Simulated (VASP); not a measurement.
# MgO (P1) in VASP: further runs

MgO is run at these levels: PBEsol; tasks: single point.

Program: VASP 6.6.1. These are calculated values, not measurements. Logs are shortened: lines on timing, memory, paths and dates and some standing lists are left out, and cuts for length are marked.

**1. The cell of the first run**

The typed cell holds 8 atoms: a = 3.255 Å, b = 3.255 Å, c = 10.415 Å, α = 90.00°, β = 90.00°, γ = 120.00°.

**2. Single point, PBEsol (atom 6 (O) moved by -0.260 Å along [1 0 0] and +0.650 Å along [0 0 1])**

INCAR

```
SYSTEM = MgO
PREC = Accurate
ENCUT = 520
EDIFF = 1E-6
ISMEAR = 0
SIGMA = 0.05
LREAL = .FALSE.
LASPH = .TRUE.
NELM = 80
ALGO = Normal
ISIF = 2
LWAVE = .FALSE.
LCHARG = .TRUE.
GGA = PS
LELF = .TRUE.
LVHAR = .TRUE.
NBANDS = 26
```

KPOINTS

```
Automatic mesh
0
G
  9 9 4
  0 0 0
```

POSCAR

```
MgO
1.0
    3.2553371795      0.0000000000      0.0000000000
   -1.6276685897      2.8192046953      0.0000000000
    0.0000000000      0.0000000000     10.4149514991
Mg O
4 4
Direct
    0.3333333333      0.6666666667      0.9695963559
    0.0000000000      0.0000000000      0.2209473890
    0.0000000000      0.0000000000      0.7209473890
    0.6666666667      0.3333333333      0.4695963559
    0.3333333333      0.6666666667      0.7799156657
   -0.0798688387      0.0000000000      0.5919490456
    0.0000000000      0.0000000000      0.0295387694
    0.6666666667      0.3333333333      0.2799156657
```

Potentials or basis: VASP PAW PBE potentials, release 64 (Mg, O).

Command:

```sh
> cat potpaw_PBE.64/Mg/POTCAR potpaw_PBE.64/O/POTCAR > POTCAR
> mpirun -np 1 vasp_std > vasp.out
```

OUTCAR:

```text
SYSTEM = MgO
   PREC = Accurate
   ENCUT = 520
   EDIFF = 1E-6
   ISMEAR = 0
   LREAL = .FALSE.
   LASPH = .TRUE.
   NELM = 80
   ISIF = 2
   GGA = PS

 ion  position               nearest neighbor table
   1  0.333  0.667  0.970-   5 1.98   7 1.98   7 1.98   7 1.98   3 3.20   3 3.20   3 3.20   2 3.22
                             2 3.22   2 3.22
   2  0.000  0.000  0.221-   8 1.98   8 1.98   8 1.98   7 1.99   4 3.20   4 3.20   4 3.20   1 3.22
                             1 3.22   1 3.22
   3  0.000  0.000  0.721-   6 1.37   5 1.98   5 1.98   5 1.98   1 3.20   1 3.20   1 3.20   4 3.22
                             4 3.22   4 3.22
   4  0.667  0.333  0.470-   8 1.98   6 2.09   6 2.29   6 2.46   2 3.20   2 3.20   2 3.20   3 3.22
                             3 3.22   3 3.22
   5  0.333  0.667  0.780-   1 1.98   3 1.98   3 1.98   3 1.98
   6  0.920  0.000  0.592-   3 1.37   4 2.09   4 2.29   4 2.46
   7  0.000  0.000  0.030-   1 1.98   1 1.98   1 1.98   2 1.99
   8  0.667  0.333  0.280-   4 1.98   2 1.98   2 1.98   2 1.98

 -----------------------------------------------------------------------------
|                                                                             |
|           W    W    AA    RRRRR   N    N  II  N    N   GGGG   !!!           |
|           W    W   A  A   R    R  NN   N  II  NN   N  G    G  !!!           |
|           W    W  A    A  R    R  N N  N  II  N N  N  G       !!!           |
|           W WW W  AAAAAA  RRRRR   N  N N  II  N  N N  G  GGG   !            |
|           WW  WW  A    A  R   R   N   NN  II  N   NN  G    G                |
|           W    W  A    A  R    R  N    N  II  N    N   GGGG   !!!           |
|                                                                             |
|     The distance between some ions is very small. Please check the          |
|     nearest-neighbor list in the OUTCAR file.                               |
|     I HOPE YOU KNOW WHAT YOU ARE DOING!                                     |
|                                                                             |
 -----------------------------------------------------------------------------

  LATTYP: Found a hexagonal cell.
 ALAT       =     3.2553371795
 C/A-ratio  =     3.1993464655

  Lattice vectors:

 A1 = (   3.2553371795,   0.0000000000,   0.0000000000)
 A2 = (  -1.6276685897,   2.8192046953,   0.0000000000)
 A3 = (   0.0000000000,   0.0000000000,  10.4149514991)

Analysis of symmetry for initial positions (statically):
=====================================================================
 Subroutine PRICEL returns:
 Original cell was already a primitive cell.

 Routine SETGRP: Setting up the symmetry group for a
 hexagonal supercell.

 Subroutine GETGRP returns: Found  1 space group operations
 (whereof  1 operations were pure point group operations)
 out of a pool of 24 trial point group operations.

The static configuration has the point symmetry C_1 .

Analysis of symmetry for dynamics (positions and initial velocities):
=====================================================================
 Subroutine PRICEL returns:
 Original cell was already a primitive cell.

 Routine SETGRP: Setting up the symmetry group for a
 hexagonal supercell.

 Subroutine GETGRP returns: Found  1 space group operations
 (whereof  1 operations were pure point group operations)
 out of a pool of 24 trial point group operations.

The dynamic configuration has the point symmetry C_1 .

 Subroutine INISYM returns: Found  1 space group operations
 (whereof  1 operations are pure point group operations),
 and found     1 'primitive' translations

----------------------------------------------------------------------------------------

                                     Primitive cell

  volume of cell :      95.5828

  direct lattice vectors                    reciprocal lattice vectors
     3.255337180  0.000000000  0.000000000     0.307187841  0.177354983  0.000000000
    -1.627668590  2.819204695  0.000000000     0.000000000  0.354709965  0.000000000
     0.000000000  0.000000000 10.414951499     0.000000000  0.000000000  0.096015810

  length of vectors
     3.255337180  3.255337179 10.414951499     0.354709965  0.354709965  0.096015810

  position of ions in fractional coordinates (direct lattice)
     0.333333333  0.666666667  0.969596356
     0.000000000  0.000000000  0.220947389
     0.000000000  0.000000000  0.720947389
     0.666666667  0.333333333  0.469596356
     0.333333333  0.666666667  0.779915666
     0.920131161  0.000000000  0.591949046
     0.000000000  0.000000000  0.029538769
     0.666666667  0.333333333  0.279915666

  ion indices of the primitive-cell ions
   primitive index   ion index
                 1           1
                 2           2
                 3           3
                 4           4
                 5           5
                 6           6
                 7           7
                 8           8

----------------------------------------------------------------------------------------

 KPOINTS: Automatic mesh

Automatic generation of k-mesh.
 Grid dimensions read from file:
 generate k-points for:    9    9    4

 Generating k-lattice:

  Cartesian coordinates                     Fractional coordinates (reciprocal lattice)
     0.034131982  0.019706109  0.000000000     0.111111111  0.000000000  0.000000000
     0.000000000  0.039412218  0.000000000     0.000000000  0.111111111  0.000000000
     0.000000000  0.000000000  0.024003952     0.000000000  0.000000000  0.250000000

  Length of vectors
     0.039412218  0.039412218  0.024003952

  Shift w.r.t. Gamma in fractional coordinates (k-lattice)
     0.000000000  0.000000000  0.000000000

 Subroutine IBZKPT returns following result:
 ===========================================

 Found    163 irreducible k-points:

 Following reciprocal coordinates:
            Coordinates               Weight
  0.000000  0.000000  0.000000      1.000000
  0.111111  0.000000  0.000000      2.000000
  0.000000  0.111111  0.000000      2.000000
 -0.111111  0.111111  0.000000      2.000000
  0.222222 -0.000000  0.000000      2.000000
  0.000000  0.222222  0.000000      2.000000
[... 16 lines left out ...]
  0.333333  0.111111  0.000000      2.000000
 -0.111111  0.444444  0.000000      2.000000
 [... further k-points ...]
   k-points           NKPTS =    163   k-points in BZ     NKDIM =    163   number of bands    NBANDS=     26
   number of dos      NEDOS =    301   number of ions     NIONS =      8
   total plane-waves  NPLWV =  46080
   dimension x,y,z NGX =    24 NGY =   24 NGZ =   80
   dimension x,y,z NGXF=    48 NGYF=   48 NGZF=  160
   ions per type =               4   4
   NGX,Y,Z   is equivalent  to a cutoff of  12.26, 12.26, 12.77 a.u.
   NGXF,Y,Z  is equivalent  to a cutoff of  24.51, 24.51, 25.54 a.u.
 SYSTEM =  MgO
   PREC   = accura    normal or accurate (medium, high low for compatibility)
   ISTART =      0    job   : 0-new  1-cont  2-samecut
   ICHARG =      2    charge: 1-file 2-atom 10-const
   ISPIN  =      1    spin polarized calculation?
   LNONCOLLINEAR =      F non collinear calculations
   LSORBIT =      F    spin-orbit coupling
   LASPH  =      T    aspherical Exc in radial PAW
   ENCUT  =  520.0 eV  38.22 Ry    6.18 a.u.   6.05  6.05 19.36*2*pi/ulx,y,z
   NELM   =     80;   NELMIN=  2; NELMDL= -5     # of ELM steps
   EDIFF  = 0.1E-05   stopping-criterion for ELM
   LREAL  =      F    real-space projection
   EDIFFG = 0.1E-04   stopping-criterion for IOM
   NSW    =      0    number of steps for IOM
   IBRION =     -1    ionic relax: 0-MD 1-quasi-New 2-CG
   NFREE  =      0    steps in history (QN), initial steepest desc. (CG)
   ISIF   =      2    stress and relaxation
   ISYM   =      2    0-nonsym 1-usesym 2-fastsym
   POTIM  = 0.5000    time-step for ionic-motion
   TEBEG  =    0.0;   TEEND  =   0.0 temperature during run
   PSTRESS=    0.0 pullay stress
   NELECT =      32.0000    total number of electrons
   NUPDOWN=      -1.0000    fix difference up-down
   EMIN   =  10.00;   EMAX   =-10.00  energy-range for DOS
   EFERMI =   0.00;   METHOD = LEGACY
   ISMEAR =     0;   SIGMA  =   0.05  broadening in eV -4-tet -1-fermi 0-gaus
   EFERMI_NEDOS =   21; number of points for ismear=-14 and -15
   IALGO  =     38    algorithm
   IMIX   =      4    mixing-type and parameters
     AMIX     =   0.40;   BMIX     =  1.00
     AMIX_MAG =   1.60;   BMIX_MAG =  1.00
  volume/ion in A,a.u.               =      11.95        80.63
  Fermi-wavevector in a.u.,A,eV,Ry     =   1.136750  2.148146 17.581449  1.292200
  Thomas-Fermi vector in A             =   2.273455
   LORBIT       =      0    0 simple, 1 ext, 2 COOP (PROOUT), +10 PAW based schemes
   GGA     = PS    functional components
   LHFCALC =     F    Hartree Fock is set to
   AEXX    =    0.0000 exact exchange contribution
   IVDW    =     0    specifies the selected vdW correction
   LEPSILON=     F    determine dielectric tensor
   LRPA    =     F    only Hartree local field effects (RPA)
 non-spin polarized calculation
 Gauss-broadening in eV      SIGMA  =   0.05
  energy-cutoff  :      520.00
  volume of cell :       95.58
 maximum number of plane-waves:      2616
   NGX = 13   NGY = 13   NGZ = 39

 number of electron      32.0000020 magnetization

 Free energy of the ion-electron system (eV)
  ---------------------------------------------------
  ext. energy  EPLUGINS =         0.00000000
  ---------------------------------------------------
  free energy    TOTEN  =       -42.12573205 eV

  energy without entropy =      -42.12573205  energy(sigma->0) =      -42.12573205

 E-fermi :   2.5604     XC(G=0):  -9.9269

 val. band max:        2.3462826018   @ k =   0.0000   0.0000   0.0000
 cond. band min:       3.1138927697   @ k =   0.0000   0.0000   0.0000
 fundamental gap:      0.7676101679
 Fermi energy:         2.5603909241

 k-point     1 :       0.0000    0.0000    0.0000
  band No.  band energies     occupation
      1     -16.4092      2.00000
      2     -14.7321      2.00000
      3     -14.6252      2.00000
      4     -12.9054      2.00000
      5      -3.2117      2.00000
      6      -1.2651      2.00000
[... 18 lines left out ...]
     25      14.2925      0.00000
     26      15.5617      0.00000

 k-point     2 :       0.1111    0.0000    0.0000
  band No.  band energies     occupation
      1     -16.3598      2.00000
      2     -14.6832      2.00000
      3     -14.5740      2.00000
      4     -12.8735      2.00000
      5      -3.1046      2.00000
      6      -1.6708      2.00000
[... 18 lines left out ...]
     25      14.3650      0.00000
     26      14.7303      0.00000

 k-point     3 :       0.0000    0.1111    0.0000
  band No.  band energies     occupation
      1     -16.3598      2.00000
      2     -14.6834      2.00000
      3     -14.5746      2.00000
      4     -12.8721      2.00000
      5      -3.1048      2.00000
      6      -1.6683      2.00000
[... 18 lines left out ...]
     25      14.4200      0.00000
     26      14.6995      0.00000

 k-point     4 :      -0.1111    0.1111    0.0000
  band No.  band energies     occupation
      1     -16.3598      2.00000
      2     -14.6836      2.00000
      3     -14.5752      2.00000
      4     -12.8706      2.00000
      5      -3.1053      2.00000
      6      -1.6657      2.00000
[... 18 lines left out ...]
     25      14.3351      0.00000
     26      14.7334      0.00000
[... 496 lines left out ...]
      1     -16.1312      2.00000
      2     -14.4594      2.00000
      3     -14.3327      2.00000
      4     -12.7255      2.00000
      5      -2.8068      2.00000
      6      -2.5411      2.00000
[... 18 lines left out ...]
     25      13.1692      0.00000
     26      13.8783      0.00000

 k-point    23 :       0.3333    0.1111    0.0000
  band No.  band energies     occupation
      1     -16.0039      2.00000
      2     -14.3363      2.00000
      3     -14.1894      2.00000
      4     -12.6543      2.00000
      5      -3.2246      2.00000
      6      -2.3314      2.00000
[... 18 lines left out ...]
     25      12.6016      0.00000
     26      13.4479      0.00000

 k-point    24 :      -0.1111    0.4444    0.0000
  band No.  band energies     occupation
      1     -16.0039      2.00000
      2     -14.3367      2.00000
      3     -14.1988      2.00000
      4     -12.6366      2.00000
      5      -3.2170      2.00000
      6      -2.3463      2.00000
[... 18 lines left out ...]
     25      12.6561      0.00000
     26      13.4589      0.00000

 [... further k-points ...]
[... 5 lines left out ...]
  --------------------------------------------------------------------------------------
  -------------------------------------------------------------------------------------
  Total        1.1294541     -0.3198552     34.5886270      0.6347693     -0.3180637      7.0899215
  in kB       18.9321228     -5.3614742    579.7811157     10.6401230     -5.3314447    118.8426064
  external PRESSURE =     197.7839214 kB  Pullay stress =       0.0000000 kB

 VOLUME and BASIS-vectors are now :
 -----------------------------------------------------------------------------
  energy-cutoff  :      520.00
  volume of cell :       95.58
      direct lattice vectors                 reciprocal lattice vectors
     3.255337180  0.000000000  0.000000000     0.307187841  0.177354983  0.000000000
    -1.627668590  2.819204695  0.000000000     0.000000000  0.354709965  0.000000000
     0.000000000  0.000000000 10.414951499     0.000000000  0.000000000  0.096015810

 POSITION                                       TOTAL-FORCE (eV/Angst)
 -----------------------------------------------------------------------------------
     -0.00000      1.87947     10.09830        -0.001208     -0.000135     -1.149665
      0.00000      0.00000      2.30116        -0.009769      0.000037     -1.158267
      0.00000      0.00000      7.50863         5.184033      0.007293     28.282309
      1.62767      0.93973      4.89082        -0.239752      0.142068      3.054718
     -0.00000      1.87947      8.12278        -0.147580     -0.061038      1.428130
      2.99534      0.00000      6.16512        -4.763126     -0.095445    -32.696603
      0.00000      0.00000      0.30764         0.000818     -0.000253      1.169209
      1.62767      0.93973      2.91531        -0.023415      0.007474      1.070170
 -----------------------------------------------------------------------------------
    total drift:                               -0.000355      0.000013     -0.001499

  FREE ENERGIE OF THE ION-ELECTRON SYSTEM (eV)
  ---------------------------------------------------
  free  energy   TOTEN  =       -42.1257320514 eV

  energy  without entropy=      -42.1257320514  energy(sigma->0) =      -42.12573205
```

It took 3.8 min on 1 thread of Intel Xeon Platinum 8124M at 3.00GHz (Skylake/Cascade Lake), shared host; peak memory 0.42 GiB.

Results:

```yaml
Free_energy: -42.1257 eV
Pressure: 19.8 GPa
Largest_force: 33.042 eV/Å
Band_gap_on_the_k_mesh: 0.77 eV, direct
```

Forces in eV/Å, atoms in the order of the input:
```
Mg   -0.001   0.000  -1.150
Mg   -0.010   0.000  -1.158
Mg    5.184   0.007  28.282
Mg   -0.240   0.142   3.055
O    -0.148  -0.061   1.428
O    -4.763  -0.095 -32.697
O     0.001   0.000   1.169
O    -0.023   0.007   1.070
```

Levels at points of the mesh, in eV from the valence-band top:
| k point | band 12 | band 13 | band 14 | band 15 | band 16 | band 17 | band 18 | band 19 | band 20 | band 21 |
| --- | --- | --- | --- | --- | --- | --- | --- | --- | --- | --- |
| (0.00, 0.00, 0.00) | -1.74 | -1.57 | -1.05 | -0.08 | 0.00 | 0.77 | 3.64 | 4.49 | 7.07 | 7.54 |
| (0.00, 0.00, 0.50) | -1.74 | -1.61 | -1.32 | -0.08 | 0.00 | 1.12 | 3.04 | 5.55 | 5.83 | 8.56 |

Caveat: the cell differs from its parent crystal (atom 6 (O) moved by -0.260 Å along [1 0 0] and +0.650 Å along [0 0 1]); the PAW data sets were made with another functional, which shifts forces and pressure a little. A k mesh can miss the band edges.

**3. Single point, PBEsol (atom 6 (O) moved by -0.390 Å along [1 0 0] and +0.000 Å along [0 0 1])**

INCAR

```
SYSTEM = MgO
PREC = Accurate
ENCUT = 520
EDIFF = 1E-6
ISMEAR = 0
SIGMA = 0.05
LREAL = .FALSE.
LASPH = .TRUE.
NELM = 60
ALGO = Normal
ISIF = 2
LWAVE = .FALSE.
LCHARG = .FALSE.
GGA = PS
NBANDS = 26
```

KPOINTS

```
regular mesh
0
G
  9 9 4
  0 0 0
```

Changes to POSCAR since step 2:

```diff
@@ -13,3 +13,3 @@
     0.3333333333      0.6666666667      0.7799156657
-   -0.0798688387      0.0000000000      0.5919490456
+   -0.1198032580      0.0000000000      0.5295387694
     0.0000000000      0.0000000000      0.0295387694
```

Potentials or basis: VASP PAW PBE potentials, release 64 (Mg, O).

Command:

```sh
> cat potpaw_PBE.64/Mg/POTCAR potpaw_PBE.64/O/POTCAR > POTCAR
> mpirun -np 1 vasp_std > vasp.out
```

Run time: 3 min. Hardware: 1 thread of Intel Xeon Platinum 8124M at 3.00GHz (Skylake/Cascade Lake), shared host; peak memory 0.43 GiB.

The run converged. Its results:

```
Free energy            : -48.0931 eV
Pressure               : 3.2 GPa
Largest force          : 6.020 eV/Å
Band gap on the k mesh : 3.24 eV, direct
```

Forces in eV/Å, atoms in the order of the input:
```
Mg  -0.003 -0.002 -0.008
Mg  -0.034  0.000 -0.027
Mg  -0.228  0.000 -0.195
Mg  -4.521  2.872 -1.722
O   -0.075 -0.044  0.048
O    4.946 -2.858  1.901
O    0.001  0.000  0.013
O   -0.085  0.032 -0.010
```

Stress tensor (GPa, compression positive):
```
 5.16 -5.94  4.17
-5.94  3.19 -3.36
 4.17 -3.36  1.26
```

Levels at points of the mesh, in eV from the valence-band top:
| k point | band 13 | band 14 | band 15 | band 16 | band 17 | band 18 | band 19 | band 20 |
| --- | --- | --- | --- | --- | --- | --- | --- | --- |
| (0.00, 0.00, 0.00) | -0.35 | -0.33 | -0.22 | 0.00 | 3.24 | 5.60 | 5.65 | 8.31 |
| (0.00, 0.00, 0.50) | -0.41 | -0.34 | -0.33 | -0.05 | 4.03 | 4.13 | 7.15 | 7.23 |

Caveat: the cell differs from its parent crystal (atom 6 (O) moved by -0.390 Å along [1 0 0] and +0.000 Å along [0 0 1]); the PAW data sets were made with another functional, which shifts forces and pressure a little. A k mesh can miss the band edges.
